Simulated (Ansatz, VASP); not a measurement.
**One calculation of TePb3Se2, two programs**

INCAR

```
SYSTEM = TePb3Se2
PREC     = Accurate       ! precision mode
ENCUT    = 520            ! plane-wave cutoff, eV
EDIFF    = 1E-6           ! SCF threshold, eV
ISMEAR   = 0              ! smearing method
SIGMA    = 0.02           ! smearing width, eV
LREAL    = .FALSE.        ! projectors in reciprocal space
LASPH    = .TRUE.         ! aspherical terms in the spheres
NELM     = 60             ! most SCF steps
ALGO     = Normal         ! electronic algorithm
ISIF     = 2              ! what is computed and relaxed
LWAVE    = .FALSE.        ! write WAVECAR
LCHARG   = .TRUE.         ! write CHGCAR
GGA      = PE             ! functional
LELF     = .TRUE.         ! ELF
LVHAR    = .TRUE.       
NBANDS   = 39             ! bands
```

Contents of KPOINTS:

```
Automatic mesh
0
G
  12 12 4
  0 0 0
```

The input POSCAR:

```
TePb3Se2
1.0
    4.4778501879      0.0000000000      0.0000000000
   -2.2389250940      3.8779320170      0.0000000000
    0.0000000000      0.0000000000     10.9713539646
Te Pb Se
1 3 2
Direct
    0.0000000000      0.0000000000      0.5000000000
    0.3333333333      0.6666666667      0.6808210027
    0.6666666667      0.3333333333      0.3191789973
    0.0000000000      0.0000000000      0.0000000000
    0.3333333333      0.6666666667      0.1602731123
    0.6666666667      0.3333333333      0.8397268877
```

Input for Ansatz:

```yaml
crystal:
  lattice:
    - [4.4778501879, 0.0, 0.0]
    - [-2.238925094, 3.877932017, 0.0]
    - [0.0, 0.0, 10.9713539646]
  atoms:
    - { symbol: Te, position: [0.0, 0.0, 0.5] }
    - { symbol: Pb, position: [0.3333333333, 0.6666666667, 0.6808210027] }
    - { symbol: Pb, position: [0.6666666667, 0.3333333333, 0.3191789973] }
    - { symbol: Pb, position: [0.0, 0.0, 0.0] }
    - { symbol: Se, position: [0.3333333333, 0.6666666667, 0.1602731123] }
    - { symbol: Se, position: [0.6666666667, 0.3333333333, 0.8397268877] }
basis:
  ecutwfc: 420
kpoints:
  mp_grid: { grid: [12, 12, 4] }
  band_path:
    path:
      - [[0.0, 0.0, 0.0], [0.5, 0.0, 0.0], [0.33333333, 0.33333333, 0.0], [0.0, 0.0, 0.0], [0.0, 0.0, 0.5], [0.5, 0.0, 0.5], [0.33333333, 0.33333333, 0.5], [0.0, 0.0, 0.5]]
      - [[0.5, 0.0, 0.5], [0.5, 0.0, 0.0]]
      - [[0.33333333, 0.33333333, 0.5], [0.33333333, 0.33333333, 0.0]]
    npoints: 14
hamiltonian:
  xc: pbe
scf:
  occupations: { method: gaussian, width: 0.02 }
  n_extra_bands: 15
output:
  forces: true
  stress: true
  eigenvalues: true
  populations: true
  dos: { projected: true, de: 0.02, nscf_kmesh: { grid: [18, 18, 6] } }
  bader: true
  write_density: true
  write_potential: true
  elf: true
  volumetric_format: npy
```

Alike in both runs: task single point; functional PBE; k mesh 12 × 12 × 4; occupations gaussian, width 0.02 eV; no spin polarisation.

|  | VASP | Ansatz |
| --- | --- | --- |
| version | VASP 6.6.1 | Ansatz 0.2.0 |
| potentials or method | VASP PAW PBE potentials, release 64 (Te, Pb_d, Se), cutoff 520 eV | scalar-relativistic, plane waves, PAW |
| valence electrons in the cell | 60 | 90 |

|  | VASP | Ansatz | Ansatz less VASP |
| --- | --- | --- | --- |
| gap on the k mesh at the Fermi level (eV) | 0.57 | 0.57 | -0.004 |
| least direct gap on the mesh (eV) | 0.58 | 0.57 | -0.005 |
| pressure (GPa) | 0.0 | 0.0 | +0.03 |

VASP's potentials hold 60 valence electrons a cell and Ansatz's 90, so a difference there can come from the potentials and not from the codes.

Neither program's run includes spin-orbit coupling.
